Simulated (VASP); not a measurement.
# VW7S16 (a cell with a defect) in VASP: further runs

Runs on VW7S16 (a cell with a defect). Level: PBE. Tasks: electric field gradients.

Everything below comes from runs of VASP 6.6.1. Logs are shortened: lines on timing, memory, paths and dates and some standing lists are left out, and cuts for length are marked.

## Step 1: The cell of the first run

The cell holds a defect, 24 atoms: a = 6.360 Å, b = 6.360 Å, c = 12.500 Å, α = 90.00°, β = 90.00°, γ = 120.00°.

## Step 2: Electric field gradients, PBE

Contents of INCAR:

```
PREC = Accurate
ENCUT = 520
EDIFF = 1E-8
ISMEAR = -1
SIGMA = 0.01
LREAL = Auto
LASPH = T
NELM = 60
ALGO = Normal
ISIF = 2
LWAVE = F
LCHARG = F
GGA = PE
LEFG = T
NELECT = 206.0
NBANDS = 122
```

Contents of KPOINTS:

```
Automatic mesh
0
Gamma
  4 4 2
```

Contents of POSCAR:

```
VW7S16
1.0
    6.3600000000      0.0000000000      0.0000000000
   -3.1800000000      5.5079215680      0.0000000000
    0.0000000000      0.0000000000     12.5000000000
V W S
1 7 16
Direct
    0.1666666666      0.3333333334      0.2500000000
    0.1666666666      0.8333333334      0.2500000000
    0.6666666666      0.3333333334      0.2500000000
    0.6666666666      0.8333333334      0.2500000000
    0.3333333334      0.1666666666      0.7500000000
    0.3333333334      0.6666666666      0.7500000000
    0.8333333334      0.1666666666      0.7500000000
    0.8333333334      0.6666666666      0.7500000000
    0.1666666666      0.3333333334      0.6250000000
    0.1666666666      0.8333333334      0.6250000000
    0.6666666666      0.3333333334      0.6250000000
    0.6666666666      0.8333333334      0.6250000000
    0.3333333334      0.1666666666      0.1250000000
    0.3333333334      0.6666666666      0.1250000000
    0.8333333334      0.1666666666      0.1250000000
    0.8333333334      0.6666666666      0.1250000000
    0.1666666666      0.3333333334      0.8750000000
    0.1666666666      0.8333333334      0.8750000000
    0.6666666666      0.3333333334      0.8750000000
    0.6666666666      0.8333333334      0.8750000000
    0.3333333334      0.1666666666      0.3750000000
    0.3333333334      0.6666666666      0.3750000000
    0.8333333334      0.1666666666      0.3750000000
    0.8333333334      0.6666666666      0.3750000000
```

Potentials or basis: VASP PAW PBE potentials, release 64 (V_sv, W_sv, S).

The run is started by

```bash
$ cat potpaw_PBE.64/V_sv/POTCAR potpaw_PBE.64/W_sv/POTCAR potpaw_PBE.64/S/POTCAR > POTCAR
$ mpirun -np 1 vasp_std > vasp.out
```

OUTCAR:

```text
PREC = Accurate
   ENCUT = 520
   EDIFF = 1E-8
   ISMEAR = -1
   LREAL = Auto
   LASPH = T
   NELM = 60
   ISIF = 2
   GGA = PE
   NELECT = 206.0

 ion  position               nearest neighbor table
   1  0.167  0.333  0.250-  14 2.41  22 2.41  15 2.41  23 2.41  13 2.41  21 2.41   2 3.18   4 3.18
                             2 3.18   4 3.18   3 3.18   3 3.18
   2  0.167  0.833  0.250-  13 2.41  21 2.41  16 2.41  24 2.41  22 2.41  14 2.41   1 3.18   3 3.18
                             1 3.18   3 3.18   4 3.18   4 3.18
   3  0.667  0.333  0.250-  16 2.41  24 2.41  21 2.41  13 2.41  23 2.41  15 2.41   2 3.18   4 3.18
                             4 3.18   2 3.18   1 3.18   1 3.18
   4  0.667  0.833  0.250-  15 2.41  23 2.41  22 2.41  14 2.41  16 2.41  24 2.41   1 3.18   3 3.18
                             3 3.18   1 3.18   2 3.18   2 3.18
   5  0.333  0.167  0.750-  10 2.41  18 2.41  11 2.41  19 2.41   9 2.41  17 2.41   6 3.18   8 3.18
                             6 3.18   8 3.18   7 3.18   7 3.18
   6  0.333  0.667  0.750-   9 2.41  17 2.41  12 2.41  20 2.41  18 2.41  10 2.41   5 3.18   7 3.18
                             5 3.18   7 3.18   8 3.18   8 3.18
   7  0.833  0.167  0.750-  12 2.41  20 2.41  17 2.41   9 2.41  19 2.41  11 2.41   6 3.18   8 3.18
                             8 3.18   6 3.18   5 3.18   5 3.18
   8  0.833  0.667  0.750-  11 2.41  19 2.41  18 2.41  10 2.41  12 2.41  20 2.41   5 3.18   7 3.18
                             7 3.18   5 3.18   6 3.18   6 3.18
   9  0.167  0.333  0.625-   6 2.41   7 2.41   5 2.41
  10  0.167  0.833  0.625-   5 2.41   8 2.41   6 2.41
  11  0.667  0.333  0.625-   8 2.41   5 2.41   7 2.41
  12  0.667  0.833  0.625-   7 2.41   6 2.41   8 2.41
  13  0.333  0.167  0.125-   2 2.41   3 2.41   1 2.41
  14  0.333  0.667  0.125-   1 2.41   4 2.41   2 2.41
[... 8 lines left out ...]
  23  0.833  0.167  0.375-   4 2.41   1 2.41   3 2.41
  24  0.833  0.667  0.375-   3 2.41   2 2.41   4 2.41

  LATTYP: Found a hexagonal cell.
 ALAT       =     6.3600000000
 C/A-ratio  =     1.9654088050

  Lattice vectors:

 A1 = (   6.3600000000,   0.0000000000,   0.0000000000)
 A2 = (  -3.1800000000,   5.5079215680,   0.0000000000)
 A3 = (   0.0000000000,   0.0000000000,  12.5000000000)

Analysis of symmetry for initial positions (statically):
=====================================================================
 Subroutine PRICEL returns:
 Original cell was already a primitive cell.

 Routine SETGRP: Setting up the symmetry group for a
 hexagonal supercell.

 Subroutine GETGRP returns: Found 12 space group operations
 (whereof  2 operations were pure point group operations)
 out of a pool of 24 trial point group operations.

The static configuration has the point symmetry C_1h.
 The point group associated with its full space group is D_3h.

Analysis of symmetry for dynamics (positions and initial velocities):
=====================================================================
 Subroutine PRICEL returns:
 Original cell was already a primitive cell.

 Routine SETGRP: Setting up the symmetry group for a
 hexagonal supercell.

 Subroutine GETGRP returns: Found 12 space group operations
 (whereof  2 operations were pure point group operations)
 out of a pool of 24 trial point group operations.

The dynamic configuration has the point symmetry C_1h.
 The point group associated with its full space group is D_3h.

 Subroutine INISYM returns: Found 12 space group operations
 (whereof  2 operations are pure point group operations),
 and found     1 'primitive' translations

----------------------------------------------------------------------------------------

                                     Primitive cell

  volume of cell :     437.8798

  direct lattice vectors                    reciprocal lattice vectors
     6.360000000  0.000000000  0.000000000     0.157232704  0.090778344  0.000000000
    -3.180000000  5.507921568  0.000000000     0.000000000  0.181556688  0.000000000
     0.000000000  0.000000000 12.500000000     0.000000000  0.000000000  0.080000000

  length of vectors
     6.360000000  6.360000000 12.500000000     0.181556688  0.181556688  0.080000000
[... 117 lines left out ...]
   TEBEG  =    0.0;   TEEND  =   0.0 temperature during run
   PSTRESS=    0.0 pullay stress
   NELECT =     206.0000    total number of electrons
   NUPDOWN=      -1.0000    fix difference up-down
   EMIN   =  10.00;   EMAX   =-10.00  energy-range for DOS
   EFERMI =   0.00;   METHOD = LEGACY
   ISMEAR =    -1;   SIGMA  =   0.01  broadening in eV -4-tet -1-fermi 0-gaus
   EFERMI_NEDOS =   21; number of points for ismear=-14 and -15
   IALGO  =     38    algorithm
   IMIX   =      4    mixing-type and parameters
     AMIX     =   0.40;   BMIX     =  1.00
     AMIX_MAG =   1.60;   BMIX_MAG =  1.00
  volume/ion in A,a.u.               =      18.24       123.12
  Fermi-wavevector in a.u.,A,eV,Ry     =   1.273246  2.406086 22.057154  1.621155
  Thomas-Fermi vector in A             =   2.406080
   LORBIT       =      0    0 simple, 1 ext, 2 COOP (PROOUT), +10 PAW based schemes
   GGA     = PE    functional components
   LHFCALC =     F    Hartree Fock is set to
   AEXX    =    0.0000 exact exchange contribution
   IVDW    =     0    specifies the selected vdW correction
   LEPSILON=     F    determine dielectric tensor
   LRPA    =     F    only Hartree local field effects (RPA)
 non-spin polarized calculation
  energy-cutoff  :      520.00
  volume of cell :      437.88
 maximum number of plane-waves:     11806
 NGX is ok and might be reduce to    48
   NGX = 23   NGY = 23   NGZ = 47

 number of electron     206.0000038 magnetization

 Free energy of the ion-electron system (eV)
  ---------------------------------------------------
  ext. energy  EPLUGINS =         0.00000000
  ---------------------------------------------------
  free energy    TOTEN  =      -191.64284338 eV

  energy without entropy =     -191.64100971  energy(sigma->0) =     -191.64192654

 E-fermi :   6.2983     XC(G=0): -10.6864

 val. band max:        6.1066456046   @ k =   0.2500   0.2500   0.5000
 cond. band min:       6.3150618893   @ k =   0.2500   0.0000   0.5000
 fundamental gap:      0.2084162847
 Fermi energy:         6.2983086018

 k-point     1 :       0.0000    0.0000    0.0000
  band No.  band energies     occupation
      1     -67.8170      2.00000
      2     -67.8044      2.00000
      3     -67.8044      2.00000
      4     -67.7908      2.00000
      5     -67.7758      2.00000
      6     -67.7726      2.00000
[... 933 lines left out ...]
    114       8.7938      0.00000
    115       8.9653      0.00000
 [bands above 115 left out]

------------------------ aborting loop because EDIFF is reached ----------------------------------------

  FORCE on cell =-STRESS in cart. coord.  units (eV):
  Direction    XX          YY          ZZ          XY          YZ          ZX
  --------------------------------------------------------------------------------------
  -------------------------------------------------------------------------------------
  Total       -7.5088136     -7.5088136    -12.2941008      0.0000000      0.0000000      0.0000000
  in kB      -27.4743249    -27.4743249    -44.9834207      0.0000000      0.0000000      0.0000000
  external PRESSURE =     -33.3106901 kB  Pullay stress =       0.0000000 kB

 VOLUME and BASIS-vectors are now :
 -----------------------------------------------------------------------------
  energy-cutoff  :      520.00
  volume of cell :      437.88
      direct lattice vectors                 reciprocal lattice vectors
     6.360000000  0.000000000  0.000000000     0.157232704  0.090778344  0.000000000
    -3.180000000  5.507921568  0.000000000     0.000000000  0.181556688  0.000000000
     0.000000000  0.000000000 12.500000000     0.000000000  0.000000000  0.080000000

 POSITION                                       TOTAL-FORCE (eV/Angst)
 -----------------------------------------------------------------------------------
     -0.00000      1.83597      3.12500         0.000000      0.000000     -0.000000
     -1.59000      4.58993      3.12500         0.251552      0.145234     -0.000000
      3.18000      1.83597      3.12500         0.000000     -0.290467     -0.000000
      1.59000      4.58993      3.12500        -0.251552      0.145234     -0.000000
      1.59000      0.91799      9.37500        -0.005924      0.003420     -0.000000
      0.00000      3.67195      9.37500         0.000000     -0.006841     -0.000000
[... 16 lines left out ...]
      4.77000      0.91799      4.68750         0.361210      0.208545     -0.471243
      3.18000      3.67195      4.68750         0.000000      0.000000      0.052100
 -----------------------------------------------------------------------------------
    total drift:                               -0.000000      0.000000      0.000000

  FREE ENERGIE OF THE ION-ELECTRON SYSTEM (eV)
  ---------------------------------------------------
  free  energy   TOTEN  =      -191.6428433767 eV

  energy  without entropy=     -191.6410097132  energy(sigma->0) =     -191.64192654

 Electric field gradients (V/A^2)
---------------------------------------------------------------------
 ion       V_xx      V_yy      V_zz      V_xy      V_xz      V_yz
---------------------------------------------------------------------
   1      13.681    13.680   -27.360    -0.001    -0.000     0.000
   2      88.902    89.552  -178.454    -0.560    -0.000     0.000
   3      89.874    88.579  -178.454     0.001    -0.000     0.000
   4      88.903    89.550  -178.452     0.560    -0.000     0.000
   5      73.677    73.782  -147.459     0.091     0.000    -0.000
   6      73.835    73.624  -147.459     0.000     0.000    -0.000
[... 16 lines left out ...]
  23      18.759    20.374   -39.133    -1.398     2.858     1.650
  24      22.800    22.801   -45.601     0.001    -0.000     0.000
---------------------------------------------------------------------

 Electric field gradients after diagonalization (V/A^2)
 (convention: |V_zz| > |V_xx| > |V_yy|)
----------------------------------------------------------------------
 ion       V_xx      V_yy      V_zz     asymmetry (V_yy - V_xx)/ V_zz
----------------------------------------------------------------------
   1      13.681    13.679   -27.360       0.000
   2      89.874    88.579  -178.454       0.007
   3      89.874    88.579  -178.454       0.007
   4      89.873    88.579  -178.452       0.007
   5      73.835    73.624  -147.459       0.001
   6      73.835    73.624  -147.459       0.001
[... 16 lines left out ...]
  23      21.181    18.142   -39.323       0.077
  24      22.801    22.800   -45.601       0.000
----------------------------------------------------------------------

           NMR quadrupolar parameters

 Cq : quadrupolar parameter    Cq=e*Q*V_zz/h
 eta: asymmetry parameters     (V_yy - V_xx)/ V_zz
 Q  : nuclear electric quadrupole moment in mb (millibarn)
----------------------------------------------------------------------
 ion       Cq(MHz)       eta       Q (mb)
----------------------------------------------------------------------
   1      -0.066       0.000       1.000
   2      -0.431       0.007       1.000
   3      -0.431       0.007       1.000
   4      -0.431       0.007       1.000
   5      -0.357       0.001       1.000
   6      -0.357       0.001       1.000
[... 16 lines left out ...]
  23      -0.095       0.077       1.000
  24      -0.110       0.000       1.000
----------------------------------------------------------------------
```

Wall time 33 min (1 thread of Intel Xeon 8259CL, shared host); peak memory 0.66 GiB.

What came out:

```yaml
Free_energy: -191.6428 eV
Largest_force: 0.629 eV/Å
Largest_electric_field_gradient_by_atom: V -27.4; W -178.5, -147.5, -145.8 (each value once); S -41.6, -40.5, -39.3, -45.6 (each value once) V/Å²
```

Forces in eV/Å, atoms in the order of the input:
```
V    0.000  0.000  0.000
W    0.252  0.145  0.000
W    0.000 -0.290  0.000
W   -0.252  0.145  0.000
W   -0.006  0.003  0.000
W    0.000 -0.007  0.000
W    0.006  0.003  0.000
W    0.000  0.000  0.000
S    0.000  0.000 -0.017
S    0.008  0.005 -0.020
S    0.000 -0.009 -0.020
S   -0.008  0.005 -0.020
S   -0.361  0.209  0.471
S    0.000 -0.417  0.471
S    0.361  0.209  0.471
S    0.000  0.000 -0.052
S    0.000  0.000  0.017
S    0.008  0.005  0.020
S    0.000 -0.009  0.020
S   -0.008  0.005  0.020
S   -0.361  0.209 -0.471
S    0.000 -0.417 -0.471
S    0.361  0.209 -0.471
S    0.000  0.000  0.052
```

Levels at points of the mesh, in eV from the Fermi level:
```
           k point  band 100  band 101  band 102  band 103  band 104  band 105  band 106  band 107
(0.00, 0.00, 0.00)     -0.72     -0.72     -0.70     -0.28      0.67      2.12      2.12      2.56
(0.50, 0.00, 0.00)     -0.61     -0.61     -0.44     -0.32     -0.25      1.86      2.00      2.04
(0.00, 0.00, 0.50)     -0.73     -0.73     -0.66      0.33      0.46      2.12      2.12      2.59
(0.50, 0.00, 0.50)     -0.60     -0.60     -0.43     -0.32     -0.25      1.99      2.09      2.19
```

Electric field gradients, principal values (V/Å²):
```csv
atom,least,middle,greatest (by size)
1 V,13.679,13.681,-27.360
2 W,88.579,89.874,-178.454
3 W,88.579,89.874,-178.454
4 W,88.579,89.873,-178.452
5 W,73.624,73.835,-147.459
6 W,73.624,73.835,-147.459
7 W,73.624,73.835,-147.459
8 W,72.875,72.875,-145.751
9 S,20.802,20.803,-41.605
10 S,20.186,20.304,-40.490
11 S,20.186,20.304,-40.490
12 S,20.187,20.303,-40.490
13 S,18.141,21.182,-39.323
14 S,18.142,21.181,-39.323
15 S,18.142,21.181,-39.323
16 S,22.800,22.801,-45.601
17 S,20.802,20.803,-41.605
18 S,20.186,20.304,-40.490
19 S,20.186,20.304,-40.490
20 S,20.187,20.303,-40.490
21 S,18.141,21.182,-39.323
22 S,18.142,21.181,-39.323
23 S,18.142,21.181,-39.323
24 S,22.800,22.801,-45.601
```

Caveat: the cell carries a net charge on a neutralising background, which shifts energy and pressure; the cell is charged against a uniform background, so pressure and absolute levels hang on convention; without QUAD_EFG the Cq values of the log hold for a quadrupole moment of 1 mb, not for the nuclei; spin-orbit coupling is left out, which moves the levels of the heavy elements; the run has no spin polarisation, though such a crystal can be magnetic.

(Continued in part 2 of 2.)
